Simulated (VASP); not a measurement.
# AgI (F-43m) in VASP: notebook, part 3 of 3

VASP 6.6.1. The steps go on from the part before.

## (5) Vibrations by perturbation theory, PBEsol

This run uses another cell than the first one, of 33.54 Å³/atom.

INCAR

```
  ALGO = Normal
  EDIFF = 1E-8
  ENCUT = 500
  GGA = PS
  GGA_COMPAT = F
  IBRION = 8
  ISIF = 2
  ISMEAR = 0
  LASPH = T
  LCHARG = F
  LREAL = F
  LWAVE = F
  NELM = 120
  NSW = 1
  PREC = Accurate
  SIGMA = 0.01
```

KPOINTS

```
k-points
0
Gamma
  6 6 6
```

POSCAR

```
AgI
1.0
    0.0000000000      3.2250452494      3.2250452494
    3.2250452494      0.0000000000      3.2250452494
    3.2250452494      3.2250452494      0.0000000000
Ag I
1 1
Direct
    0.0000000000      0.0000000000      0.0000000000
    0.7500000000      0.7500000000      0.7500000000
```

Potentials or basis: VASP PAW PBE potentials, release 64 (Ag, I).

Started as:

```bash
> cat potpaw_PBE.64/Ag/POTCAR potpaw_PBE.64/I/POTCAR > POTCAR
> mpirun -np 1 vasp_std > vasp.out
```

OUTCAR:

```text
EDIFF = 1E-8
   ENCUT = 500
   GGA = PS
   IBRION = 8
   ISIF = 2
   ISMEAR = 0
   LASPH = T
   LREAL = F
   NELM = 120
   NSW = 1
   PREC = Accurate

 ion  position               nearest neighbor table
   1  0.000  0.000  0.000-   2 2.79   2 2.79   2 2.79   2 2.79
   2  0.750  0.750  0.750-   1 2.79   1 2.79   1 2.79   1 2.79

  LATTYP: Found a face centered cubic cell.
 ALAT       =     6.4500904988

  Lattice vectors:

 A1 = (   0.0000000000,   3.2250452494,   3.2250452494)
 A2 = (   3.2250452494,   0.0000000000,   3.2250452494)
[... 499 lines left out ...]
               1X          1Y          1Z          2X          2Y          2Z
  1X    -2.423367    0.000000    0.000000    2.423367    0.000000    0.000000
  1Y     0.000000   -2.423367    0.000000    0.000000    2.423367    0.000000
  1Z     0.000000    0.000000   -2.423367    0.000000    0.000000    2.423367
  2X     2.429856    0.000000    0.000000   -2.429856    0.000000    0.000000
  2Y     0.000000    2.429856    0.000000    0.000000   -2.429856    0.000000
  2Z     0.000000    0.000000    2.429856    0.000000    0.000000   -2.429856

 Eigenvectors and eigenvalues of the dynamical matrix
 ----------------------------------------------------

   1 f  =    3.189089 THz    20.037635 2PiTHz  106.376548 cm-1    13.189005 meV
             X         Y         Z           dx          dy          dz
      0.000000  0.000000  0.000000    -0.734763    0.000000    0.000000
      4.837568  4.837568  4.837568     0.678324    0.000000    0.000000
[... 21 lines left out ...]
   6 f/i=    0.002125 THz     0.013354 2PiTHz    0.070892 cm-1     0.008790 meV
             X         Y         Z           dx          dy          dz
      0.000000  0.000000  0.000000     0.000000   -0.644572   -0.211304
      4.837568  4.837568  4.837568     0.000000   -0.698204   -0.228886

--------------------------------------------------------------------------------------------------------

 ELASTIC MODULI CONTR FROM IONIC RELAXATION (kBar)
 Direction    XX          YY          ZZ          XY          YZ          ZX
 --------------------------------------------------------------------------------
 XX          -0.0000     -0.0000     -0.0000      0.0000     -0.0000     -0.0000
 YY          -0.0000     -0.0000     -0.0000      0.0000     -0.0000     -0.0000
 ZZ          -0.0000     -0.0000     -0.0000     -0.0000     -0.0000     -0.0000
 XY           0.0000      0.0000     -0.0000   -179.2614     -0.0000      0.0000
 YZ          -0.0000     -0.0000     -0.0000     -0.0000   -179.2614      0.0000
 ZX          -0.0000     -0.0000     -0.0000      0.0000      0.0000   -179.2614
 --------------------------------------------------------------------------------
```

OSZICAR:

```text
N       E                     dE             d eps       ncg     rms          rms(c)
DAV:   1     0.923024402422E+02    0.92302E+02   -0.77682E+03   424   0.113E+03
DAV:   2    -0.172604685389E+01   -0.94028E+02   -0.88095E+02   466   0.224E+02
DAV:   3    -0.552275048447E+01   -0.37967E+01   -0.37843E+01   501   0.466E+01
DAV:   4    -0.558196825603E+01   -0.59218E-01   -0.59213E-01   566   0.573E+00
[... 37 lines left out ...]
RMM:   5    -0.812020931564E-01   -0.16384E-04   -0.38103E-07  1996   0.537E-03    0.297E-03
RMM:   6    -0.812050606783E-01   -0.29675E-05   -0.61720E-08  2007   0.239E-03    0.627E-04
RMM:   7    -0.812050796029E-01   -0.18925E-07    0.20139E-08  2031   0.579E-04    0.114E-04
RMM:   8    -0.812053084647E-01   -0.22886E-06    0.19875E-09  2069   0.181E-04    0.381E-05
RMM:   9    -0.812053034990E-01    0.49657E-08   -0.88420E-09  1946   0.685E-05    0.139E-05
 Linear response finished
```

Run time: 2.3 min. Hardware: 1 thread of Intel Xeon Platinum 8375C at 2.90GHz (Ice Lake), shared host; peak memory 0.3 GiB.

What came out:

* Highest phonon frequency at Γ, LO-TO splitting left out: 106 cm⁻¹

Phonon frequencies in cm⁻¹ (negative: imaginary):
| q point | frequencies |
| --- | --- |
| (0.000, 0.000, 0.000) | 0 0 0 106 106 106 |

Caveat: the PAW data sets were made with another functional, which shifts forces and pressure a little; spin-orbit coupling is left out, which moves the levels of the heavy elements.

## (6) Vibrations by perturbation theory, PBEsol (34.05 Å³/atom)

This run uses another cell than the first one, of 34.05 Å³/atom.

INCAR

```
SYSTEM = AgI
ALGO = Normal
EDIFF = 1E-8
ENCUT = 500
GGA = PS
GGA_COMPAT = .FALSE.
IBRION = 8
ISIF = 2
ISMEAR = 0
LASPH = .TRUE.
LCHARG = .FALSE.
LREAL = .FALSE.
LWAVE = .FALSE.
NBANDS = 16
NELM = 120
NSW = 1
PREC = Accurate
SIGMA = 0.01
```

KPOINTS

```
k-points
0
G
  6 6 6
  0 0 0
```

POSCAR

```
AgI
1.0
    0.0000000000      3.2410905148      3.2410905148
    3.2410905148      0.0000000000      3.2410905148
    3.2410905148      3.2410905148      0.0000000000
Ag I
1 1
Direct
    0.0000000000      0.0000000000      0.0000000000
    0.7500000000      0.7500000000      0.7500000000
```

Potentials or basis: VASP PAW PBE potentials, release 64 (Ag, I).

Started as:

```bash
> cat potpaw_PBE.64/Ag/POTCAR potpaw_PBE.64/I/POTCAR > POTCAR
> mpirun -np 1 vasp_std > vasp.out
```

OUTCAR:

```text
SYSTEM = AgI
   EDIFF = 1E-8
   ENCUT = 500
   GGA = PS
   IBRION = 8
   ISIF = 2
   ISMEAR = 0
   LASPH = .TRUE.
   LREAL = .FALSE.
   NELM = 120
   NSW = 1
   PREC = Accurate

 ion  position               nearest neighbor table
   1  0.000  0.000  0.000-   2 2.81   2 2.81   2 2.81   2 2.81
   2  0.750  0.750  0.750-   1 2.81   1 2.81   1 2.81   1 2.81

  LATTYP: Found a face centered cubic cell.
 ALAT       =     6.4821810296

  Lattice vectors:

 A1 = (   0.0000000000,   3.2410905148,   3.2410905148)
 A2 = (   3.2410905148,   0.0000000000,   3.2410905148)
 A3 = (   3.2410905148,   3.2410905148,   0.0000000000)

Analysis of symmetry for initial positions (statically):
=====================================================================
 Subroutine PRICEL returns:
 Original cell was already a primitive cell.

[... 524 lines left out ...]

 INTERNAL STRAIN TENSOR  FOR ION    2  DIRECTION 1   (eV/Angst):
 -----------------------------------------------------------------------------
    -0.00609  0.00000  0.00000
     0.00000  0.01998  3.64837
     0.00000  3.64837  0.01998

 INTERNAL STRAIN TENSOR FOR ION    2 for displacements in x,y,z  (eV/Angst):
          X           Y           Z          XY          YZ          ZX
  --------------------------------------------------------------------------------
  x     0.00000     0.00000     0.00000     0.00000     3.64837     0.00000
  y     0.00000     0.00000     0.00000     0.00000     0.00000     3.64837
  z     0.00000     0.00000     0.00000     3.64837     0.00000     0.00000

 SECOND DERIVATIVES (NOT SYMMETRIZED)
 ------------------------------------
               1X          1Y          1Z          2X          2Y          2Z
  1X    -2.232088    0.000000    0.000000    2.232088    0.000000    0.000000
  1Y     0.000000   -2.232088    0.000000    0.000000    2.232088    0.000000
  1Z     0.000000    0.000000   -2.232088    0.000000    0.000000    2.232088
  2X     2.234766    0.000000    0.000000   -2.234766    0.000000    0.000000
  2Y     0.000000    2.234766    0.000000    0.000000   -2.234766    0.000000
  2Z     0.000000    0.000000    2.234766    0.000000    0.000000   -2.234766

 Eigenvectors and eigenvalues of the dynamical matrix
 ----------------------------------------------------

   1 f  =    3.059604 THz    19.224060 2PiTHz  102.057412 cm-1    12.653501 meV
             X         Y         Z           dx          dy          dz
      0.000000  0.000000  0.000000     0.000000    0.735013    0.000000
      4.861636  4.861636  4.861636     0.000000   -0.678053    0.000000
[... 21 lines left out ...]
   6 f/i=    0.000914 THz     0.005745 2PiTHz    0.030502 cm-1     0.003782 meV
             X         Y         Z           dx          dy          dz
      0.000000  0.000000  0.000000     0.000000    0.000000   -0.678053
      4.861636  4.861636  4.861636     0.000000    0.000000   -0.735013

--------------------------------------------------------------------------------------------------------

 ELASTIC MODULI CONTR FROM IONIC RELAXATION (kBar)
 Direction    XX          YY          ZZ          XY          YZ          ZX
 --------------------------------------------------------------------------------
 XX           0.0000      0.0000      0.0000      0.0000      0.0000      0.0000
 YY           0.0000      0.0000      0.0000      0.0000      0.0000      0.0000
 ZZ           0.0000      0.0000      0.0000      0.0000      0.0000      0.0000
 XY           0.0000      0.0000      0.0000   -155.1797      0.0000     -0.0000
 YZ           0.0000      0.0000      0.0000      0.0000   -155.1797     -0.0000
 ZX           0.0000      0.0000      0.0000     -0.0000     -0.0000   -155.1797
 --------------------------------------------------------------------------------
```

stdout:

```text
POSCAR found type information on POSCAR AgI
 POSCAR found :  2 types and       2 ions
 scaLAPACK will be used
 -----------------------------------------------------------------------------
|                                                                             |
|                                                                             |
|     You enforced a specific xc type in the INCAR file but a different       |
|     I HOPE YOU KNOW WHAT YOU ARE DOING!                                     |
|                                                                             |
 -----------------------------------------------------------------------------

 LDA part: xc-table for (Slater+PW92), standard interpolation
 POSCAR, INCAR and KPOINTS ok, starting setup
 FFT: planning ... GRIDC
 FFT: planning ... GRID_SOFT
 FFT: planning ... GRID
 WAVECAR not read
 entering main loop
 Linear response reoptimize wavefunctions to high precision
 Linear response DOF=           2
 Linear response progress:
 first order change of Fermi-energy  -0.35298E-04
 force on displaced ion       1 direction 1 :  -2.232  -0.000  -0.000
 Linear response progress:
 first order change of Fermi-energy   0.36966E-03
 force on displaced ion       2 direction 1 :  -2.235  -0.000  -0.000
 Linear response finished
```

Wall time 3.6 min (1 thread of Intel Xeon Platinum 8375C at 2.90GHz (Ice Lake), shared host); peak memory 0.31 GiB.

Results:

```yaml
Highest_phonon_frequency_at_Γ_LO-TO_splitting_left_out: 102 cm⁻¹
```

Phonon frequencies in cm⁻¹ (negative: imaginary):
```tsv
q point	frequencies
(0.000, 0.000, 0.000)	0 0 0 102 102 102
```

Caveat: the PAW data sets were made with another functional, which shifts forces and pressure a little; spin-orbit coupling is left out, which moves the levels of the heavy elements.
